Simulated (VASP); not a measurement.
# B6As (R-3m) in VASP: relaxation of shape and atoms at fixed volume with r2SCAN

Aim: the relaxation of shape and atoms at fixed volume of B6As with r2SCAN.

Everything below comes from runs of VASP 6.6.1. Logs are shortened: lines on timing, memory, paths and dates and some standing lists are left out, and cuts for length are marked.

## Step 1: The cell of the first run

It takes space group R-3m (No. 166, trigonal). Conventional cell: a = 6.013 Å, b = 6.013 Å, c = 11.629 Å, α = 90.00°, β = 90.00°, γ = 120.00°. B (site symmetry m) has 6 B at 1.73 to 1.86 Å within 2.3 Å. Within 2.3 Å of B (site symmetry m) lie 5 B at 1.70 to 1.78 Å and 1 As at 1.95 Å. As (site symmetry 3m) has 3 B at 1.95 Å and 1 As at 2.34 Å within 2.6 Å.

## Step 2: Relaxation of shape and atoms at fixed volume, r2SCAN (8.67 Å³/atom)

POSCAR

```
B6As
1.0
    3.0065387422      1.7358259521      3.8764971482
   -3.0065387422      1.7358259521      3.8764971482
    0.0000000000     -3.4716519042      3.8764971482
B As
12 2
Direct
    0.0157755007      0.0157755007      0.3251384407
    0.0157755007      0.3251384407      0.0157755007
    0.8214805656      0.2731401970      0.8214805656
    0.8214805656      0.8214805656      0.2731401970
    0.2731401970      0.8214805656      0.8214805656
    0.7268598030      0.1785194344      0.1785194344
    0.1785194344      0.7268598030      0.1785194344
    0.1785194344      0.1785194344      0.7268598030
    0.9842244993      0.6748615593      0.9842244993
    0.9842244993      0.9842244993      0.6748615593
    0.6748615593      0.9842244993      0.9842244993
    0.3251384407      0.0157755007      0.0157755007
    0.6005882311      0.6005882311      0.6005882311
    0.3994117689      0.3994117689      0.3994117689
```

INCAR.step1

```
SYSTEM = B6As
ALGO = Normal
EDIFF = 1E-4
ENCUT = 600
GGA = PE
ISMEAR = 0
LASPH = .TRUE.
LCHARG = .FALSE.
LREAL = .FALSE.
LWAVE = .TRUE.
NELM = 80
PREC = Accurate
SIGMA = 0.02
```

INCAR.step2

```
SYSTEM = B6As
ALGO = Normal
EDIFF = 1E-6
EDIFFG = -0.01
ENCUT = 600
IBRION = 2
ISIF = 4
ISMEAR = 0
ISTART = 1
LASPH = .TRUE.
LCHARG = .FALSE.
LMIXTAU = .TRUE.
LREAL = .FALSE.
LWAVE = .FALSE.
METAGGA = R2SCAN
NELM = 80
NSW = 50
PREC = Accurate
SIGMA = 0.02
```

KPOINTS

```
k-points
0
G
  6 6 6
  0 0 0
```

Potentials or basis: VASP PAW PBE potentials, release 64 (B, As).

The run is started by

```
> cat potpaw_PBE.64/B/POTCAR potpaw_PBE.64/As/POTCAR > POTCAR
> cp INCAR.step1 INCAR
> mpirun -np 1 vasp_std > vasp.out
> cp INCAR.step2 INCAR
> mpirun -np 1 vasp_std > vasp.out
```

OUTCAR:

```text
SYSTEM = B6As
   EDIFF = 1E-6
   EDIFFG = -0.01
   ENCUT = 600
   IBRION = 2
   ISIF = 4
   ISMEAR = 0
   ISTART = 1
   LASPH = .TRUE.
   LREAL = .FALSE.
   METAGGA = R2SCAN
   NELM = 80
   NSW = 50
   PREC = Accurate

 ion  position               nearest neighbor table
   1  0.016  0.016  0.325-  10 1.73   7 1.75   6 1.75   4 1.78   2 1.86  12 1.86
   2  0.016  0.325  0.016-   9 1.73   6 1.75   8 1.75   3 1.78   1 1.86  12 1.86
   3  0.821  0.273  0.821-   6 1.70   8 1.70  11 1.75  10 1.75   2 1.78  13 1.95
   4  0.821  0.821  0.273-   6 1.70   7 1.70   9 1.75  11 1.75   1 1.78  13 1.95
   5  0.273  0.821  0.821-   7 1.70   8 1.70   9 1.75  10 1.75  12 1.78  13 1.95
   6  0.727  0.179  0.179-   3 1.70   4 1.70   2 1.75   1 1.75  11 1.78  14 1.95
   7  0.179  0.727  0.179-   5 1.70   4 1.70  12 1.75   1 1.75   9 1.78  14 1.95
   8  0.179  0.179  0.727-   3 1.70   5 1.70   2 1.75  12 1.75  10 1.78  14 1.95
   9  0.984  0.675  0.984-   2 1.73   5 1.75   4 1.75   7 1.78  10 1.86  11 1.86
  10  0.984  0.984  0.675-   1 1.73   3 1.75   5 1.75   8 1.78   9 1.86  11 1.86
  11  0.675  0.984  0.984-  12 1.73   3 1.75   4 1.75   6 1.78  10 1.86   9 1.86
  12  0.325  0.016  0.016-  11 1.73   7 1.75   8 1.75   5 1.78   1 1.86   2 1.86
  13  0.601  0.601  0.601-   4 1.95   3 1.95   5 1.95  14 2.34
  14  0.399  0.399  0.399-   8 1.95   7 1.95   6 1.95  13 2.34

  LATTYP: Found a trigonal (rhomboedric) cell.
 ALAT       =     5.2038060191
 COS(alpha) =     0.3323921933

  Lattice vectors:

 A1 = (   3.0065387422,   1.7358259521,   3.8764971482)
 A2 = (  -3.0065387422,   1.7358259521,   3.8764971482)
 A3 = (   0.0000000000,  -3.4716519042,   3.8764971482)

Analysis of symmetry for initial positions (statically):
=====================================================================
 Subroutine PRICEL returns:
 Original cell was already a primitive cell.

 Routine SETGRP: Setting up the symmetry group for a
 trigonal (rhombohedral) supercell.

 Subroutine GETGRP returns: Found 12 space group operations
 (whereof 12 operations were pure point group operations)
 out of a pool of 12 trial point group operations.

The static configuration has the point symmetry D_3d.

Analysis of symmetry for dynamics (positions and initial velocities):
=====================================================================
 Subroutine PRICEL returns:
 Original cell was already a primitive cell.

 Routine SETGRP: Setting up the symmetry group for a
 trigonal (rhombohedral) supercell.

 Subroutine GETGRP returns: Found 12 space group operations
 (whereof 12 operations were pure point group operations)
 out of a pool of 12 trial point group operations.

The dynamic configuration has the point symmetry D_3d.

 Subroutine INISYM returns: Found 12 space group operations
 (whereof 12 operations are pure point group operations),
 and found     1 'primitive' translations

----------------------------------------------------------------------------------------

                                     Primitive cell

  volume of cell :     121.3846

  direct lattice vectors                    reciprocal lattice vectors
     3.006538742  1.735825952  3.876497148     0.166304193  0.096015771  0.085988283
    -3.006538742  1.735825952  3.876497148    -0.166304193  0.096015771  0.085988283
     0.000000000 -3.471651904  3.876497148     0.000000000 -0.192031541  0.085988283

  length of vectors
     5.203806019  5.203806019  5.203806019     0.210404605  0.210404605  0.210404605

  position of ions in fractional coordinates (direct lattice)
     0.015775501  0.015775501  0.325138441
     0.015775501  0.325138441  0.015775501
     0.821480566  0.273140197  0.821480566
     0.821480566  0.821480566  0.273140197
     0.273140197  0.821480566  0.821480566
     0.726859803  0.178519434  0.178519434
     0.178519434  0.726859803  0.178519434
     0.178519434  0.178519434  0.726859803
     0.984224499  0.674861559  0.984224499
     0.984224499  0.984224499  0.674861559
     0.674861559  0.984224499  0.984224499
     0.325138441  0.015775501  0.015775501
     0.600588231  0.600588231  0.600588231
     0.399411769  0.399411769  0.399411769

  ion indices of the primitive-cell ions
   primitive index   ion index
                 1           1
                 2           2
                 3           3
                 4           4
                 5           5
                 6           6
                 7           7
                 8           8
                 9           9
                10          10
                11          11
                12          12
                13          13
                14          14

----------------------------------------------------------------------------------------

 KPOINTS: k-points

Automatic generation of k-mesh.
 Grid dimensions read from file:
 generate k-points for:    6    6    6

 Generating k-lattice:

  Cartesian coordinates                     Fractional coordinates (reciprocal lattice)
     0.027717366  0.016002628  0.014331380     0.166666667  0.000000000  0.000000000
    -0.027717366  0.016002628  0.014331380     0.000000000  0.166666667  0.000000000
     0.000000000 -0.032005257  0.014331380     0.000000000  0.000000000  0.166666667

  Length of vectors
     0.035067434  0.035067434  0.035067434

  Shift w.r.t. Gamma in fractional coordinates (k-lattice)
     0.000000000  0.000000000  0.000000000

 Subroutine IBZKPT returns following result:
 ===========================================

 Found     32 irreducible k-points:

 Following reciprocal coordinates:
            Coordinates               Weight
  0.000000  0.000000  0.000000      1.000000
  0.166667  0.000000 -0.000000      6.000000
  0.333333  0.000000 -0.000000      6.000000
  0.500000  0.000000 -0.000000      3.000000
  0.166667  0.166667 -0.000000      6.000000
  0.333333  0.166667 -0.000000     12.000000
[... 16 lines left out ...]
  0.500000  0.500000  0.166667      6.000000
 -0.333333  0.500000  0.166667     12.000000
 [... further k-points ...]
   k-points           NKPTS =     32   k-points in BZ     NKDIM =     32   number of bands    NBANDS=     31
   number of dos      NEDOS =    301   number of ions     NIONS =     14
   total plane-waves  NPLWV =  74088
   dimension x,y,z NGX =    42 NGY =   42 NGZ =   42
   dimension x,y,z NGXF=    84 NGYF=   84 NGZF=   84
   ions per type =              12   2
   NGX,Y,Z   is equivalent  to a cutoff of  13.42, 13.42, 13.42 a.u.
   NGXF,Y,Z  is equivalent  to a cutoff of  26.84, 26.84, 26.84 a.u.
 SYSTEM =  B6As
   PREC   = accura    normal or accurate (medium, high low for compatibility)
   ISTART =      1    job   : 0-new  1-cont  2-samecut
   ICHARG =      0    charge: 1-file 2-atom 10-const
   ISPIN  =      1    spin polarized calculation?
   LNONCOLLINEAR =      F non collinear calculations
   LSORBIT =      F    spin-orbit coupling
   LASPH  =      T    aspherical Exc in radial PAW
   ENCUT  =  600.0 eV  44.10 Ry    6.64 a.u.  10.39 10.39 10.39*2*pi/ulx,y,z
   NELM   =     80;   NELMIN=  2; NELMDL=  0     # of ELM steps
   EDIFF  = 0.1E-05   stopping-criterion for ELM
   LREAL  =      F    real-space projection
   EDIFFG = -.1E-01   stopping-criterion for IOM
   NSW    =     50    number of steps for IOM
   IBRION =      2    ionic relax: 0-MD 1-quasi-New 2-CG
   NFREE  =      1    steps in history (QN), initial steepest desc. (CG)
   ISIF   =      4    stress and relaxation
   ISYM   =      2    0-nonsym 1-usesym 2-fastsym
   POTIM  = 0.5000    time-step for ionic-motion
   TEBEG  =    0.0;   TEEND  =   0.0 temperature during run
   PSTRESS=    0.0 pullay stress
   NELECT =      46.0000    total number of electrons
   NUPDOWN=      -1.0000    fix difference up-down
   EMIN   =  10.00;   EMAX   =-10.00  energy-range for DOS
   EFERMI =   0.00;   METHOD = LEGACY
   ISMEAR =     0;   SIGMA  =   0.02  broadening in eV -4-tet -1-fermi 0-gaus
   EFERMI_NEDOS =   21; number of points for ismear=-14 and -15
   IALGO  =     38    algorithm
   IMIX   =      4    mixing-type and parameters
     AMIX     =   0.40;   BMIX     =  1.00
     AMIX_MAG =   1.60;   BMIX_MAG =  1.00
  volume/ion in A,a.u.               =       8.67        58.51
  Fermi-wavevector in a.u.,A,eV,Ry     =   1.184694  2.238747 19.095777  1.403500
  Thomas-Fermi vector in A             =   2.320903
   LORBIT       =      0    0 simple, 1 ext, 2 COOP (PROOUT), +10 PAW based schemes
   METAGGA = R2SCAN    functional components
   LHFCALC =     F    Hartree Fock is set to
   AEXX    =    0.0000 exact exchange contribution
   IVDW    =     0    specifies the selected vdW correction
   LEPSILON=     F    determine dielectric tensor
   LRPA    =     F    only Hartree local field effects (RPA)
 conjugate gradient relaxation of ions
 non-spin polarized calculation
 Gauss-broadening in eV      SIGMA  =   0.02
  energy-cutoff  :      600.00
  volume of cell :      121.38
 maximum number of plane-waves:      4070
 NGX is ok and might be reduce to    42
   NGX = 21   NGY = 21   NGZ = 21

--------------------------------------- Ionic step        1  -------------------------------------------

 number of electron      45.9999999 magnetization

 Free energy of the ion-electron system (eV)
  ---------------------------------------------------
  ext. energy  EPLUGINS =         0.00000000
  ---------------------------------------------------
  free energy    TOTEN  =      -120.15690489 eV

  energy without entropy =     -120.15690489  energy(sigma->0) =     -120.15690489

------------------------ aborting loop because EDIFF is reached ----------------------------------------

  FORCE on cell =-STRESS in cart. coord.  units (eV):
  Direction    XX          YY          ZZ          XY          YZ          ZX
  --------------------------------------------------------------------------------------
  -------------------------------------------------------------------------------------
  Total       10.8080689     10.8080689     10.1428343      0.0000000      0.0000000      0.0000000
  in kB      142.6576239    142.6576239    133.8770739      0.0000000      0.0000000      0.0000000
  external PRESSURE =     139.7307739 kB  Pullay stress =       0.0000000 kB
[... 273 lines left out ...]
  energy  without entropy=     -120.1622978604  energy(sigma->0) =     -120.16229786

--------------------------------------- Ionic step        7  -------------------------------------------

 number of electron      45.9999999 magnetization

 Free energy of the ion-electron system (eV)
  ---------------------------------------------------
  ext. energy  EPLUGINS =         0.00000000
  ---------------------------------------------------
  free energy    TOTEN  =      -120.16233713 eV

  energy without entropy =     -120.16233713  energy(sigma->0) =     -120.16233713

 E-fermi :   5.0433     XC(G=0): -11.9443

 val. band max:        4.9257646091   @ k =   0.1667   0.0000  -0.0000
 cond. band min:       7.8787965913   @ k =   0.5000   0.0000  -0.0000
 fundamental gap:      2.9530319821
 Fermi energy:         5.0432513731

 k-point     1 :       0.0000    0.0000    0.0000
  band No.  band energies     occupation
      1     -11.0541      2.00000
      2      -7.6495      2.00000
      3      -5.9617      2.00000
      4      -5.9617      2.00000
      5      -5.7395      2.00000
      6      -4.5635      2.00000
[... 805 lines left out ...]
     30      11.8330      0.00000
     31      12.3396      0.00000

 [... further k-points ...]

------------------------ aborting loop because EDIFF is reached ----------------------------------------

  FORCE on cell =-STRESS in cart. coord.  units (eV):
  Direction    XX          YY          ZZ          XY          YZ          ZX
  --------------------------------------------------------------------------------------
  -------------------------------------------------------------------------------------
  Total       10.2810660     10.2810660     10.2495267      0.0000000      0.0000000      0.0000000
  in kB      135.7016192    135.7016192    135.2853255      0.0000000      0.0000000      0.0000000
  external PRESSURE =     135.5628547 kB  Pullay stress =       0.0000000 kB
[... 29 lines left out ...]
  FREE ENERGIE OF THE ION-ELECTRON SYSTEM (eV)
  ---------------------------------------------------
  free  energy   TOTEN  =      -120.1623371253 eV

  energy  without entropy=     -120.1623371253  energy(sigma->0) =     -120.16233713

 reached required accuracy - stopping structural energy minimisation
```

Run time: 45 min. Hardware: 1 thread of Oxide Virtual Turin-like, shared host; peak memory 0.32 GiB.

What came out:

```
Free energy                  : -120.1623 eV
Energy gained by relaxing    : 0.4 meV/atom
Ionic steps                  : 7
Pressure after relaxing      : 13.6 GPa
Largest force after relaxing : 0.006 eV/Å
Band gap on the k mesh       : 2.95 eV (least direct gap 2.99 eV)
```

Forces in eV/Å, atoms in the order of the input:
```
B    0.000 -0.006 -0.001
B   -0.005  0.003 -0.001
B    0.002 -0.001 -0.005
B    0.000  0.002 -0.005
B   -0.002 -0.001 -0.005
B    0.002  0.001  0.005
B   -0.002  0.001  0.005
B    0.000 -0.002  0.005
B    0.005 -0.003  0.001
B    0.000  0.006  0.001
B   -0.005 -0.003  0.001
B    0.005  0.003 -0.001
As   0.000  0.000 -0.001
As   0.000  0.000  0.001
```

Step by step:
```
step  energy change (eV)  largest force (eV/Å)  pressure (GPa)  volume (Å³)
   1              0.0000                0.1647           13.97       121.38
   2             -0.0010                0.2049           13.41       121.38
   3             -0.0040                0.0520           13.67       121.38
   4             -0.0052                0.0378           13.60       121.38
   5             -0.0053                0.0493           13.57       121.38
   6             -0.0054                0.0274           13.55       121.38
   7             -0.0054                0.0057           13.56       121.38
```

Final structure:
```
B As
1.0
     3.01067    1.73821    3.86586
    -3.01067    1.73821    3.86586
     0.00000   -3.47642    3.86586
B As
12 2
Direct
  0.01671 0.01671 0.32525
  0.01671 0.32525 0.01671
  0.82129 0.27340 0.82129
  0.82129 0.82129 0.27340
  0.27340 0.82129 0.82129
  0.72660 0.17871 0.17871
  0.17871 0.72660 0.17871
  0.17871 0.17871 0.72660
  0.98329 0.67475 0.98329
  0.98329 0.98329 0.67475
  0.67475 0.98329 0.98329
  0.32525 0.01671 0.01671
  0.60097 0.60097 0.60097
  0.39903 0.39903 0.39903
```

Levels at points of the mesh, in eV from the valence-band top:
| k point | band 19 | band 20 | band 21 | band 22 | band 23 | band 24 | band 25 | band 26 | band 27 | band 28 |
| --- | --- | --- | --- | --- | --- | --- | --- | --- | --- | --- |
| (0.00, 0.00, 0.00) | -1.48 | -0.19 | -0.19 | 0.00 | 0.00 | 5.00 | 5.17 | 5.17 | 5.63 | 6.50 |
| (0.50, 0.00, 0.00) | -1.65 | -1.48 | -1.41 | -1.24 | -0.04 | 2.95 | 4.65 | 4.95 | 5.71 | 6.20 |
| (0.50, 0.50, 0.00) | -2.08 | -1.68 | -1.05 | -0.73 | -0.26 | 3.72 | 5.09 | 5.19 | 5.55 | 5.82 |
| (0.50, 0.50, 0.50) | -0.85 | -0.85 | -0.83 | -0.83 | -0.03 | 3.39 | 4.11 | 4.15 | 5.00 | 5.00 |

Caveat: the PAW data sets were made with another functional, which shifts forces and pressure a little. A k mesh can miss the band edges.
